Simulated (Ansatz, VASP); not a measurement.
# H4CO: VASP beside Ansatz

```
CELL_PARAMETERS angstrom
7.38032 0.00000 0.00000
0.00000 7.38032 0.00000
0.00000 0.00000 7.38032
ATOMIC_POSITIONS crystal
C 0.14050 0.61282 0.43558
C 0.73908 0.51087 0.71721
C 0.75252 0.28966 0.20601
C 0.20487 0.22077 0.66450
C 0.52182 0.85167 0.20521
C 0.01645 0.89640 0.96671
O 0.09572 0.77969 0.52390
O 0.63916 0.34802 0.68468
O 0.61100 0.35583 0.32055
O 0.27797 0.35412 0.78153
O 0.64267 0.71416 0.26924
O 0.93544 0.73964 0.05056
H 0.03772 0.51384 0.47655
H 0.19017 0.86711 0.49508
H 0.13572 0.62751 0.28714
H 0.27358 0.56202 0.47976
H 0.67442 0.58592 0.82900
H 0.63126 0.33542 0.54992
H 0.88140 0.47892 0.75396
H 0.74075 0.59821 0.59627
H 0.78928 0.15262 0.25075
H 0.60161 0.48868 0.29609
H 0.70678 0.28265 0.06363
H 0.87459 0.37548 0.21440
H 0.05707 0.21697 0.68342
H 0.40999 0.35884 0.75593
H 0.23164 0.25105 0.52026
H 0.25940 0.08440 0.69480
H 0.38191 0.80707 0.22624
H 0.75886 0.72989 0.20281
H 0.54406 0.98007 0.27884
H 0.54063 0.87558 0.05901
H 0.13593 0.93694 0.04616
H 0.92612 0.64587 0.95882
H 0.05738 0.86517 0.82745
H 0.91857 0.00912 0.96432
```

Alike in both runs: functional PBE; dispersion D3(BJ); k mesh 1 × 1 × 1; occupations fermi-dirac, width 0.05 eV; no spin polarisation.

Ansatz relaxed the structure, and its values are those at the end. VASP's run is a single point on that final structure, the one shown.

|  | VASP | Ansatz |
| --- | --- | --- |
| version | VASP 6.6.1 | Ansatz 0.2.0 |
| potentials or method | VASP PAW PBE potentials, release 64 (C, O, H), cutoff 520 eV | scalar-relativistic, plane waves, PAW |
| valence electrons in the cell | 84 | 84 |

Ansatz gave:

```
rms of the force components (eV/Å) : 0.045
```

Q: Estimate VASP's values.

A: rms of the force components (eV/Å): 0.053.
